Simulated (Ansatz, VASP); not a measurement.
# MnHg: VASP beside Ansatz

```
CELL_PARAMETERS angstrom
3.31500 0.00000 0.00000
0.00000 3.31500 0.00000
0.00000 0.00000 3.31500
ATOMIC_POSITIONS crystal
Mn 0.50000 0.50000 0.50000
Hg 0.00000 0.00000 0.00000
```

Alike in both runs: task single point; functional revPBE; k mesh 6 × 6 × 6; occupations fermi-dirac, width 0.15 eV; collinear spin.

|  | VASP | Ansatz |
| --- | --- | --- |
| version | VASP 6.6.1 | Ansatz 0.2.0 |
| potentials or method | VASP PAW PBE potentials, release 64 (Mn_pv, Hg), cutoff 520 eV | plane waves, PAW |
| valence electrons in the cell | 25 | 35 |

VASP gave:

```
pressure (GPa)                                                : 3.3
net moment per atom (μB)                                      : 1.95
size of the moment on the site where the two differ most (μB) : 3.81
```

Problem. What did Ansatz give for the same quantities?

Solution. Pressure (GPa): 2.8; net moment per atom (μB): 1.94; size of the moment on the site where the two differ most (μB): 3.87.

VASP's potentials were made for PBE, not for revPBE. Site moments also hang on the region over which each program counts them. With one functional, cell and mesh, what is left measures potentials, basis and numerics. VASP's potentials hold 25 valence electrons a cell and Ansatz's 35, so a difference there can come from the potentials and not from the codes.

Spin-orbit coupling is off throughout.
